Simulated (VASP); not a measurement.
Set up this calculation in VASP 6.6.1, as the native input.

- Task: single point
- Functional: PBE
- Potentials or basis: VASP PAW PBE potentials, release 64 (Zr_sv, C)
- Cutoff: 520 eV
- k mesh: 18 × 18 × 18
- Occupations: gaussian, width 0.15 eV
- Spin: no spin polarisation
- Dipole correction: no
- Further INCAR settings: ALGO = Normal; EDIFF = 1e-07; NBANDS = 15

The structure of ZrC lies in POSCAR:

```
ZrC
1.0
    0.0000000000      2.3502100000      2.3502100000
    2.3502100000      0.0000000000      2.3502100000
    2.3502100000      2.3502100000      0.0000000000
Zr C
1 1
Direct
    0.5319120419      0.4680879581      0.4680879581
    0.0000000000      0.0000000000      0.0000000000
```

This cell differs from its parent crystal: atom 1 (Zr) moved by (-0.150, +0.000) A along x and y.

The input as run:

INCAR

```
SYSTEM = ZrC
  PREC = Accurate
  ENCUT = 520
  EDIFF = 1E-7
  ISMEAR = 0
  SIGMA = 0.15
  LREAL = .False.
  LASPH = .True.
  NELM = 80
  ALGO = Normal
  ISIF = 2
  LWAVE = .False.
  LCHARG = .False.
  GGA = PE
  NBANDS = 15
```

KPOINTS

```
regular mesh
0
Gamma
  18 18 18
  0 0 0
```

Potentials or basis: VASP PAW PBE potentials, release 64 (Zr_sv, C).

The run is started by

```sh
$ cat potpaw_PBE.64/Zr_sv/POTCAR potpaw_PBE.64/C/POTCAR > POTCAR
$ mpirun -np 1 vasp_std > vasp.out
```

Results of the run:

```json
{"Pressure": "3.2 GPa", "Largest force": "1.069 eV/Å", "Band gap on the k mesh": "zero (band 8 reaches 10.19 eV, above the bottom of band 9 at 9.20 eV)"}
```

Caveat: the cell differs from its parent crystal (atom 1 (Zr) moved by (-0.150, +0.000) A along x and y); forces of over 1 eV/Å act on the atoms, so gaps and moduli don't describe the material at rest.

Run time: 2.1 min on 1 thread of AMD EPYC 9R45 96-Core Processor (Zen 5) (shared host), peak memory 0.28 GiB.
